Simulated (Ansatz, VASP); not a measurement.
## One calculation of ZnS, two programs

```
Zn S
1.0
     3.84556    0.00000    0.00000
    -1.92278    3.33035    0.00000
     0.00000    0.00000    6.30372
Zn S
2 2
Direct
  0.30199 0.70591 0.00520
  0.69801 0.29409 0.50520
  0.35866 0.63495 0.37980
  0.64134 0.36505 0.87980
```

Change from the starting cell: mode 4 frozen in at -0.196 Å and mode 5 at +0.131 Å (largest displacements).

Alike in both runs: task single point; functional PBE; k mesh 9 × 9 × 4; occupations gaussian, width 0.05 eV; no spin polarisation.

|  | VASP | Ansatz |
| --- | --- | --- |
| version | VASP 6.6.1 | Ansatz 0.2.0 |
| potentials or method | VASP PAW PBE potentials, release 64 (Zn, S), cutoff 520 eV | scalar-relativistic, plane waves, PAW |
| valence electrons in the cell | 36 | 36 |

|  | VASP | Ansatz | Ansatz less VASP |
| --- | --- | --- | --- |
| gap on the k mesh at the Fermi level (eV) | 2.01 | 2.00 | -0.002 |
| least direct gap on the mesh (eV) | 2.01 | 2.00 | -0.002 |
| pressure (GPa) | -0.2 | -0.4 | -0.16 |
| traceless stress, the component that is largest in VASP (GPa) | -0.52 | -0.50 | +0.017 |
| rms of the force components (eV/Å) | 0.139 | 0.139 | +0.0005 |

Atom by atom the forces differ by 0.002 eV/Å (rms over components).
